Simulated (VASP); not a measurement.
Runs of VASP 6.6.1 on AlN. The structure is that of space group F-43m (No. 216), or close to it. The cells are those of the table. 

```tsv
cell	gap on the mesh (eV)	pressure (GPa)	largest force (eV/Å)
a = 3.090, b = 2.973 Å, angles 61.2, 62.5, 61.2°, 2 atoms	(b)	1.4	0.67
a = 3.089, b = 3.118 Å, angles 59.7, 59.4, 59.7°, 2 atoms	3.87	0.0	0.16
a = 3.089, b = 3.175 Å, angles 59.1, 58.1, 59.1°, 2 atoms	3.70	0.7	0.50
a = 3.089, b = 3.147 Å, angles 59.4, 58.8, 59.4°, 2 atoms	(a)	0.2	0.33
```

Alike in all rows: task single point; level r2SCAN; potentials or basis VASP PAW PBE potentials, release 64 (Al, N); no spin polarisation; k mesh 10 × 10 × 10; cutoff (eV) 520; smearing gaussian 0.05 eV.

Estimate the missing entries.

(a) 3.80; (b) 3.59.

Caveats: the PAW data sets were made with another functional, which shifts forces and pressure a little.

A k mesh can miss the band edges.
